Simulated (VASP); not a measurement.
## Rb: single point with LDA

The system is Rb.

```
CELL_PARAMETERS angstrom
-2.76462 2.76462 2.76462
2.76462 -2.76462 2.76462
2.76462 2.76462 -2.76462
ATOMIC_POSITIONS crystal
Rb 0.00000 0.00000 0.00000
```

This cell differs from its parent crystal: volume scaled by 0.96.

* Program: VASP 6.6.1
* Task: single point
* Functional: LDA
* Potentials or basis: VASP PAW LDA potentials, release 64 (Rb_sv)
* Cutoff: 520 eV
* k mesh: 7 × 7 × 7
* Occupations: fermi-dirac, width 0.05 eV
* Spin: no spin polarisation
* Dipole correction: no
* Further INCAR settings: ALGO = Normal; EDIFF = 1e-06; NBANDS = 10

* Pressure: -0.3 GPa

Levels at points of the mesh, in eV from the Fermi level:
```tsv
k point	band 3	band 4	band 5	band 6	band 7	band 8
(0.00, 0.00, 0.00)	-12.84	-12.84	-2.08	3.65	3.65	3.65
```

Run time: 12 s on 1 thread of AMD EPYC 7R13 Processor (Zen 3), with other jobs on the host, peak memory 0.14 GiB.
